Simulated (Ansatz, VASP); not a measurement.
**Sc: VASP beside Ansatz**

```
Sc
1.0
     0.00000    2.45020    2.45020
     2.45020    0.00000    2.45020
     2.45020    2.45020    0.00000
Sc
1
Direct
  0.00000 0.00000 0.00000
```

Alike in both runs: task single point; functional PBEsol; k mesh 6 × 6 × 6; occupations gaussian, width 0.1 eV; no spin polarisation.

```csv
,VASP,Ansatz
version,VASP 6.6.1,Ansatz 0.2.0
potentials or method,"VASP PAW PBE potentials, release 64 (Sc_sv), cutoff 520 eV","scalar-relativistic, plane waves, PAW"
valence electrons in the cell,11,11
```

|  | VASP | Ansatz | Ansatz less VASP |
| --- | --- | --- | --- |
| gap on the k mesh at the Fermi level (eV) | none | none | - |
| pressure (GPa) | -8.4 | -8.4 | 0.00 |

VASP's potentials were made for PBE, not for PBEsol. A gap of «none» marks a metal or a gap that the smearing closes.

The k mesh is coarse, so the values compare programs but aren't converged.
